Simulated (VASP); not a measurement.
# SnO2 in VASP: a series of runs

Runs on SnO2. Level: PBE. Tasks: single point.

All numbers are computed with VASP 6.6.1; they aren't measurements. Logs are shortened: lines on timing, memory, paths and dates and some standing lists are left out, and cuts for length are marked.

**1. The cell of the first run**

The typed cell holds 6 atoms: a = 4.753 Å, b = 4.753 Å, c = 3.341 Å, α = 90.00°, β = 90.00°, γ = 90.00°.

**2. Single point, PBE**

File INCAR:

```
SYSTEM = SnO2
PREC = Accurate
ENCUT = 520
EDIFF = 1E-6
ISMEAR = 0
SIGMA = 0.05
LREAL = .False.
LASPH = .True.
NELM = 60
ALGO = Normal
ISIF = 2
LWAVE = .False.
LCHARG = .False.
GGA = PE
NBANDS = 35
```

File KPOINTS:

```
Automatic mesh
0
Gamma
  6 6 8
  0 0 0
```

File POSCAR:

```
SnO2
1.0
    4.7528685914      0.0000000000      0.0000000000
    0.0000000000      4.7528820433      0.0000000000
    0.0000000000      0.0000000000      3.3407913329
Sn O
2 4
Direct
    0.5000000000      0.5000000000      0.5000000000
    0.0000000000      0.0000000000      0.0000000000
    0.3285422861      0.3286001785      0.0000000000
    0.8285422861      0.1713998215      0.5000000000
    0.1714577139      0.8286001785      0.5000000000
    0.6714577139      0.6713998215      0.0000000000
```

Potentials or basis: VASP PAW PBE potentials, release 64 (Sn_d, O).

Command:

```bash
cat potpaw_PBE.64/Sn_d/POTCAR potpaw_PBE.64/O/POTCAR > POTCAR
mpirun -np 1 vasp_std > vasp.out
```

OUTCAR:

```text
SYSTEM = SnO2
   PREC = Accurate
   ENCUT = 520
   EDIFF = 1E-6
   ISMEAR = 0
   LREAL = .False.
   LASPH = .True.
   NELM = 60
   ISIF = 2
   GGA = PE

 ion  position               nearest neighbor table
   1  0.500  0.500  0.500-   3 2.03   6 2.03   3 2.03   6 2.03   5 2.21   4 2.21   2 3.75   2 3.75
                             2 3.75   2 3.75   2 3.75   2 3.75   2 3.75   2 3.75
   2  0.000  0.000  0.000-   4 2.03   5 2.03   4 2.03   5 2.03   3 2.21   6 2.21   1 3.75   1 3.75
                             1 3.75   1 3.75   1 3.75   1 3.75   1 3.75   1 3.75
   3  0.329  0.329  0.000-   1 2.03   1 2.03   2 2.21
   4  0.829  0.171  0.500-   2 2.03   2 2.03   1 2.21
   5  0.171  0.829  0.500-   2 2.03   2 2.03   1 2.21
   6  0.671  0.671  0.000-   1 2.03   1 2.03   2 2.21

  LATTYP: Found a simple tetragonal cell.
 ALAT       =     4.7528685914
 C/A-ratio  =     0.7029000000

  Lattice vectors:

 A1 = (   4.7528685914,   0.0000000000,   0.0000000000)
 A2 = (   0.0000000000,   4.7528820433,   0.0000000000)
 A3 = (   0.0000000000,   0.0000000000,   3.3407913329)

Analysis of symmetry for initial positions (statically):
=====================================================================
 Subroutine PRICEL returns:
 Original cell was already a primitive cell.

 Routine SETGRP: Setting up the symmetry group for a
 simple tetragonal supercell.

 Subroutine GETGRP returns: Found  8 space group operations
 (whereof  4 operations were pure point group operations)
 out of a pool of 16 trial point group operations.

The static configuration has the point symmetry C_2h.
 The point group associated with its full space group is D_2h.

Analysis of symmetry for dynamics (positions and initial velocities):
=====================================================================
 Subroutine PRICEL returns:
 Original cell was already a primitive cell.

 Routine SETGRP: Setting up the symmetry group for a
 simple tetragonal supercell.

 Subroutine GETGRP returns: Found  8 space group operations
 (whereof  4 operations were pure point group operations)
 out of a pool of 16 trial point group operations.

The dynamic configuration has the point symmetry C_2h.
 The point group associated with its full space group is D_2h.

 Subroutine INISYM returns: Found  8 space group operations
 (whereof  4 operations are pure point group operations),
 and found     1 'primitive' translations

----------------------------------------------------------------------------------------

                                     Primitive cell

  volume of cell :      75.4679

  direct lattice vectors                    reciprocal lattice vectors
     4.752868591  0.000000000  0.000000000     0.210399253  0.000000000  0.000000000
     0.000000000  4.752882043  0.000000000     0.000000000  0.210398657  0.000000000
     0.000000000  0.000000000  3.340791333     0.000000000  0.000000000  0.299330278

  length of vectors
     4.752868591  4.752882043  3.340791333     0.210399253  0.210398657  0.299330278

  position of ions in fractional coordinates (direct lattice)
     0.500000000  0.500000000  0.500000000
     0.000000000  0.000000000  0.000000000
     0.328542286  0.328600178  0.000000000
     0.828542286  0.171399822  0.500000000
     0.171457714  0.828600178  0.500000000
     0.671457714  0.671399822  0.000000000

  ion indices of the primitive-cell ions
   primitive index   ion index
                 1           1
                 2           2
                 3           3
                 4           4
                 5           5
                 6           6

----------------------------------------------------------------------------------------

 KPOINTS: Automatic mesh

Automatic generation of k-mesh.
 Grid dimensions read from file:
 generate k-points for:    6    6    8

 Generating k-lattice:

  Cartesian coordinates                     Fractional coordinates (reciprocal lattice)
     0.035066542  0.000000000  0.000000000     0.166666667  0.000000000  0.000000000
     0.000000000  0.035066443  0.000000000     0.000000000  0.166666667  0.000000000
     0.000000000  0.000000000  0.037416285     0.000000000  0.000000000  0.125000000

  Length of vectors
     0.035066542  0.035066443  0.037416285

  Shift w.r.t. Gamma in fractional coordinates (k-lattice)
     0.000000000  0.000000000  0.000000000

 Subroutine IBZKPT returns following result:
 ===========================================

 Found     80 irreducible k-points:

 Following reciprocal coordinates:
            Coordinates               Weight
  0.000000  0.000000  0.000000      1.000000
  0.166667  0.000000  0.000000      2.000000
  0.000000  0.166667  0.000000      2.000000
  0.333333  0.000000  0.000000      2.000000
  0.000000  0.333333  0.000000      2.000000
  0.500000  0.000000  0.000000      1.000000
[... 16 lines left out ...]
  0.000000  0.500000  0.125000      2.000000
  0.166667  0.166667  0.125000      8.000000
 [... further k-points ...]
   k-points           NKPTS =     80   k-points in BZ     NKDIM =     80   number of bands    NBANDS=     35
   number of dos      NEDOS =    301   number of ions     NIONS =      6
   total plane-waves  NPLWV =  36288
   dimension x,y,z NGX =    36 NGY =   36 NGZ =   28
   dimension x,y,z NGXF=    72 NGYF=   72 NGZF=   56
   ions per type =               2   4
   NGX,Y,Z   is equivalent  to a cutoff of  12.59, 12.59, 13.93 a.u.
   NGXF,Y,Z  is equivalent  to a cutoff of  25.18, 25.18, 27.87 a.u.
 SYSTEM =  SnO2
   PREC   = accura    normal or accurate (medium, high low for compatibility)
   ISTART =      0    job   : 0-new  1-cont  2-samecut
   ICHARG =      2    charge: 1-file 2-atom 10-const
   ISPIN  =      1    spin polarized calculation?
   LNONCOLLINEAR =      F non collinear calculations
   LSORBIT =      F    spin-orbit coupling
   LASPH  =      T    aspherical Exc in radial PAW
   ENCUT  =  520.0 eV  38.22 Ry    6.18 a.u.   8.84  8.84  6.21*2*pi/ulx,y,z
   NELM   =     60;   NELMIN=  2; NELMDL= -5     # of ELM steps
   EDIFF  = 0.1E-05   stopping-criterion for ELM
   LREAL  =      F    real-space projection
   EDIFFG = 0.1E-04   stopping-criterion for IOM
   NSW    =      0    number of steps for IOM
   IBRION =     -1    ionic relax: 0-MD 1-quasi-New 2-CG
   NFREE  =      0    steps in history (QN), initial steepest desc. (CG)
   ISIF   =      2    stress and relaxation
   ISYM   =      2    0-nonsym 1-usesym 2-fastsym
   POTIM  = 0.5000    time-step for ionic-motion
   TEBEG  =    0.0;   TEEND  =   0.0 temperature during run
   PSTRESS=    0.0 pullay stress
   NELECT =      52.0000    total number of electrons
   NUPDOWN=      -1.0000    fix difference up-down
   EMIN   =  10.00;   EMAX   =-10.00  energy-range for DOS
   EFERMI =   0.00;   METHOD = LEGACY
   ISMEAR =     0;   SIGMA  =   0.05  broadening in eV -4-tet -1-fermi 0-gaus
   EFERMI_NEDOS =   21; number of points for ismear=-14 and -15
   IALGO  =     38    algorithm
   IMIX   =      4    mixing-type and parameters
     AMIX     =   0.40;   BMIX     =  1.00
     AMIX_MAG =   1.60;   BMIX_MAG =  1.00
  volume/ion in A,a.u.               =      12.58        84.88
  Fermi-wavevector in a.u.,A,eV,Ry     =   1.445956  2.732461 28.446926  2.090790
  Thomas-Fermi vector in A             =   2.564080
   LORBIT       =      0    0 simple, 1 ext, 2 COOP (PROOUT), +10 PAW based schemes
   GGA     = PE    functional components
   LHFCALC =     F    Hartree Fock is set to
   AEXX    =    0.0000 exact exchange contribution
   IVDW    =     0    specifies the selected vdW correction
   LEPSILON=     F    determine dielectric tensor
   LRPA    =     F    only Hartree local field effects (RPA)
 non-spin polarized calculation
 Gauss-broadening in eV      SIGMA  =   0.05
  energy-cutoff  :      520.00
  volume of cell :       75.47
 maximum number of plane-waves:      2068
   NGX = 17   NGY = 17   NGZ = 13

 number of electron      52.0000012 magnetization

 Free energy of the ion-electron system (eV)
  ---------------------------------------------------
  ext. energy  EPLUGINS =         0.00000000
  ---------------------------------------------------
  free energy    TOTEN  =       -36.30163803 eV

  energy without entropy =      -36.30163803  energy(sigma->0) =      -36.30163803

 E-fermi :   5.8506     XC(G=0): -10.9606

 val. band max:        5.5411749220   @ k =   0.0000   0.0000   0.0000
 cond. band min:       6.2428522146   @ k =   0.0000   0.0000   0.0000
 fundamental gap:      0.7016772926
 Fermi energy:         5.8506460802

 k-point     1 :       0.0000    0.0000    0.0000
  band No.  band energies     occupation
      1     -15.5086      2.00000
      2     -15.0480      2.00000
      3     -14.5985      2.00000
      4     -14.5985      2.00000
      5     -14.5806      2.00000
      6     -14.5054      2.00000
[... 27 lines left out ...]
     34      16.5686      0.00000
     35      17.1453      0.00000

 k-point     2 :       0.1667    0.0000    0.0000
  band No.  band energies     occupation
      1     -15.4776      2.00000
      2     -15.0717      2.00000
      3     -14.5975      2.00000
      4     -14.5974      2.00000
      5     -14.5804      2.00000
      6     -14.5003      2.00000
[... 27 lines left out ...]
     34      17.1509      0.00000
     35      17.2509      0.00000

 k-point     3 :       0.0000    0.1667    0.0000
  band No.  band energies     occupation
      1     -15.4776      2.00000
      2     -15.0717      2.00000
      3     -14.5975      2.00000
      4     -14.5974      2.00000
      5     -14.5804      2.00000
      6     -14.5003      2.00000
[... 27 lines left out ...]
     34      17.1509      0.00000
     35      17.2506      0.00000
[... 723 lines left out ...]
 k-point    23 :       0.0000    0.5000    0.1250
  band No.  band energies     occupation
      1     -15.1821      2.00000
      2     -15.1821      2.00000
      3     -14.7429      2.00000
      4     -14.7429      2.00000
      5     -14.5257      2.00000
      6     -14.5257      2.00000
[... 27 lines left out ...]
     34      17.7368      0.00000
     35      18.0850      0.00000

 k-point    24 :       0.1667    0.1667    0.1250
  band No.  band energies     occupation
      1     -15.3666      2.00000
      2     -14.9928      2.00000
      3     -14.7412      2.00000
      4     -14.7259      2.00000
      5     -14.5535      2.00000
      6     -14.4920      2.00000
[... 27 lines left out ...]
     34      17.1665      0.00000
     35      18.1080      0.00000

 [... further k-points ...]

------------------------ aborting loop because EDIFF is reached ----------------------------------------

  FORCE on cell =-STRESS in cart. coord.  units (eV):
  Direction    XX          YY          ZZ          XY          YZ          ZX
  --------------------------------------------------------------------------------------
  -------------------------------------------------------------------------------------
  Total        3.5144947      3.5096119      1.9628297     -0.0000000      0.0000000      0.0000000
  in kB       74.6124466     74.5087855     41.6707196     -0.0000000      0.0000000      0.0000000
  external PRESSURE =      63.5973172 kB  Pullay stress =       0.0000000 kB

 VOLUME and BASIS-vectors are now :
 -----------------------------------------------------------------------------
  energy-cutoff  :      520.00
  volume of cell :       75.47
      direct lattice vectors                 reciprocal lattice vectors
     4.752868591  0.000000000  0.000000000     0.210399253  0.000000000  0.000000000
     0.000000000  4.752882043  0.000000000     0.000000000  0.210398657  0.000000000
     0.000000000  0.000000000  3.340791333     0.000000000  0.000000000  0.299330278

 POSITION                                       TOTAL-FORCE (eV/Angst)
 -----------------------------------------------------------------------------------
      2.37643      2.37644      1.67040         0.000000      0.000000      0.000000
      0.00000      0.00000      0.00000         0.000000      0.000000      0.000000
      1.56152      1.56180      0.00000        -2.459685     -2.459433     -0.000000
      3.93795      0.81464      1.67040        -2.459685      2.459433      0.000000
      0.81492      3.93824      1.67040         2.459685     -2.459433      0.000000
      3.19135      3.19108      0.00000         2.459685      2.459433      0.000000
 -----------------------------------------------------------------------------------
    total drift:                                0.000000      0.000000      0.000000

  FREE ENERGIE OF THE ION-ELECTRON SYSTEM (eV)
  ---------------------------------------------------
  free  energy   TOTEN  =       -36.3016380292 eV

  energy  without entropy=      -36.3016380292  energy(sigma->0) =      -36.30163803
```

Run time: 73 s. Hardware: 1 thread of Intel Xeon 6975P-C (Granite Rapids), shared host; peak memory 0.29 GiB.

Results:

```
Free energy            : -36.3016 eV
Pressure               : 6.4 GPa
Largest force          : 3.478 eV/Å
Band gap on the k mesh : 0.70 eV
```

Forces in eV/Å, atoms in the order of the input:
```
Sn   0.000  0.000  0.000
Sn   0.000  0.000  0.000
O   -2.460 -2.459  0.000
O   -2.460  2.459  0.000
O    2.460 -2.459  0.000
O    2.460  2.459  0.000
```

Levels at points of the mesh, in eV from the valence-band top:
| k point | band 22 | band 23 | band 24 | band 25 | band 26 | band 27 | band 28 | band 29 | band 30 | band 31 |
| --- | --- | --- | --- | --- | --- | --- | --- | --- | --- | --- |
| (0.00, 0.00, 0.00) | -1.22 | -1.22 | -0.51 | -0.51 | 0.00 | 0.70 | 4.45 | 6.00 | 6.00 | 10.84 |
| (0.50, 0.00, 0.00) | -1.39 | -1.20 | -1.20 | -0.65 | -0.65 | 3.71 | 3.71 | 6.21 | 6.21 | 9.86 |
| (0.00, 0.50, 0.00) | -1.39 | -1.20 | -1.20 | -0.65 | -0.65 | 3.71 | 3.71 | 6.21 | 6.21 | 9.86 |
| (0.50, 0.50, 0.00) | -1.30 | -1.13 | -1.13 | -0.68 | -0.68 | 3.48 | 3.48 | 6.68 | 6.68 | 10.07 |
| (0.00, 0.00, 0.50) | -1.68 | -1.40 | -1.40 | -1.33 | -1.33 | 6.09 | 6.09 | 9.28 | 9.28 | 9.39 |
| (0.50, 0.00, 0.50) | -1.64 | -0.93 | -0.93 | -0.31 | -0.31 | 6.44 | 6.44 | 7.41 | 7.41 | 9.82 |
| (0.00, 0.50, 0.50) | -1.64 | -0.93 | -0.93 | -0.31 | -0.31 | 6.44 | 6.44 | 7.41 | 7.41 | 9.82 |
| (0.50, 0.50, 0.50) | -1.68 | -1.17 | -1.17 | -0.67 | -0.67 | 5.50 | 5.50 | 7.88 | 7.88 | 9.94 |

Caveat: the cell stands under pressure; spin-orbit coupling is left out, which moves the levels of the heavy elements; forces of over 1 eV/Å act on the atoms, so gaps and moduli don't describe the material at rest.

(Part 1 of 3 ends here.)
